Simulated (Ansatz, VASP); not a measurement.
# One calculation of Mo2F3, two programs

```
Mo F
1.0
     4.14050    0.00000    0.00000
     0.00000    4.14050    0.00000
     0.00000    0.00000    4.14050
Mo F
2 3
Cartesian
  2.0703 2.0703 2.0703
  0.0000 0.0000 0.0000
  2.0703 0.0000 0.0000
  0.0000 2.0703 0.0000
  0.0000 0.0000 2.0703
```

Change from the starting cell: species swapped into the Tl2F3 type (Pm-3m, No. 221).

Alike in both runs: task relaxation of cell and atoms; functional PBE; k mesh 4 × 4 × 4; occupations gaussian, width 0.1 eV; collinear spin.

```csv
,VASP,Ansatz
version,VASP 6.6.1,Ansatz 0.2.0
potentials or method,"VASP PAW PBE potentials, release 64 (Mo_sv, F), cutoff 600 eV","scalar-relativistic, plane waves, PAW"
valence electrons in the cell,49,49
```

```tsv
	VASP	Ansatz	Ansatz less VASP
gap on the k mesh at the Fermi level, each at its own relaxed structure (eV)	none	none	-
net moment per atom (μB)	0.33	0.33	+0.001
size of the moment on the site where the two differ most (μB)	2.95	2.08	-0.878
relaxed volume (Å³/atom)	16.33	16.26	-0.068
relaxed cell length with the largest relative difference (Å)	4.339	4.332	-0.0060
```

Site moments also hang on the region over which each program counts them. A gap of «none» marks a metal or a gap that the smearing closes. Ansatz's warnings: seeded moment not kept.

The k mesh is coarse, so the values compare programs but aren't converged. Noted on VASP's run: the volume moved by over 15 % at a fixed basis, so the end points are rough.
